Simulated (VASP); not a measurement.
Set up this calculation in VASP 6.6.1, as the native input.

```
Task                   : single point
Functional             : r2SCAN
Potentials or basis    : VASP PAW PBE potentials, release 64 (Mg)
Cutoff                 : 520 eV
k mesh                 : 20 × 20 × 20
Occupations            : gaussian, width 0.15 eV
Spin                   : no spin polarisation
Dipole correction      : no
Further INCAR settings : ALGO = Normal; EDIFF = 1e-07; NBANDS = 7
```

The system is Mg.

```xyz
1
Lattice="0.5470 2.5484 2.5484 2.5484 0.5470 2.5484 2.5484 2.5484 0.5470" Properties=species:S:1:pos:R:3 pbc="T T T"
Mg    0.0000    0.0000    0.0000
```

This cell differs from its parent crystal: ratio of the length along [111] to the lengths across it x 1.41, volume and fractional coordinates fixed.

The input as run:

POSCAR

```
Mg
1.0
    0.5470478158      2.5484422640      2.5484422640
    2.5484422640      0.5470478158      2.5484422640
    2.5484422640      2.5484422640      0.5470478158
Mg
1
Direct
    0.0000000000      0.0000000000      0.0000000000
```

INCAR.step1

```
  PREC = Accurate
  ENCUT = 520
  ISMEAR = 0
  SIGMA = 0.15
  LREAL = F
  LASPH = T
  NELM = 60
  NBANDS = 7
  GGA = PE
  ALGO = Normal
  EDIFF = 1E-4
  LWAVE = T
  LCHARG = F
```

INCAR.step2

```
  PREC = Accurate
  ENCUT = 520
  EDIFF = 1E-7
  ISMEAR = 0
  SIGMA = 0.15
  LREAL = F
  LASPH = T
  NELM = 60
  ALGO = Normal
  ISIF = 2
  LWAVE = F
  LCHARG = F
  METAGGA = R2SCAN
  LMIXTAU = T
  NBANDS = 7
  ISTART = 1
```

KPOINTS

```
Automatic mesh
0
Gamma
  20 20 20
```

Potentials or basis: VASP PAW PBE potentials, release 64 (Mg).

Launch:

```console
$ cat potpaw_PBE.64/Mg/POTCAR > POTCAR
$ cp INCAR.step1 INCAR
$ mpirun -np 1 vasp_std > vasp.out
$ cp INCAR.step2 INCAR
$ mpirun -np 1 vasp_std > vasp.out
```

Results of the run:

```yaml
Pressure: 6.4 GPa
Band_gap_on_the_k_mesh: zero (band 1 reaches 4.13 eV, above the bottom of band 2 at -0.48 eV)
```

Caveat: the PAW data sets were made with another functional, which shifts forces and pressure a little.

Run time: 15 min on 1 thread of Oxide Virtual Turin-like Processor, on a shared host, peak memory 0.23 GiB.
